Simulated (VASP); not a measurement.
A run of VASP 6.6.1:

The input INCAR:

```
SYSTEM = MoSe
PREC = Accurate
ENCUT = 520
EDIFF = 1E-7
ISMEAR = 0
SIGMA = 0.1
LREAL = .False.
LASPH = .True.
NELM = 150
ALGO = Normal
ISIF = 2
LWAVE = .False.
LCHARG = .False.
ISPIN = 2
MAGMOM = 2 0
LORBIT = 11
LMAXMIX = 4
LDAU = .True.
LDAUTYPE = 2
LDAUL = 2 -1
LDAUU = 4.38 0
LDAUJ = 0 0
LDAUPRINT = 1
GGA = PE
NBANDS = 21
```

Contents of KPOINTS:

```
regular mesh
0
Gamma
  12 12 12
  0 0 0
```

POSCAR

```
MoSe
1.0
    0.0000000000      3.1234514948      3.1234514948
    3.1234514948      0.0000000000      3.1234514948
    3.1234514948      3.1234514948      0.0000000000
Mo Se
1 1
Direct
    0.0000000000      0.0000000000      0.0000000000
    0.2500000000      0.2500000000      0.2500000000
```

Potentials or basis: VASP PAW PBE potentials, release 64 (Mo_sv, Se).

Command:

```console
$ cat potpaw_PBE.64/Mo_sv/POTCAR potpaw_PBE.64/Se/POTCAR > POTCAR
$ mpirun -np 1 vasp_std > vasp.out
```

Hardware: 1 thread of Intel Xeon 8259CL, with other jobs on the host.

Question: How long does it take, and how much memory?

Answer: Run time: 3.6 min on 1 thread of Intel Xeon 8259CL (shared host), peak memory 0.33 GiB. Counts: scf iterations 16, k points 72.
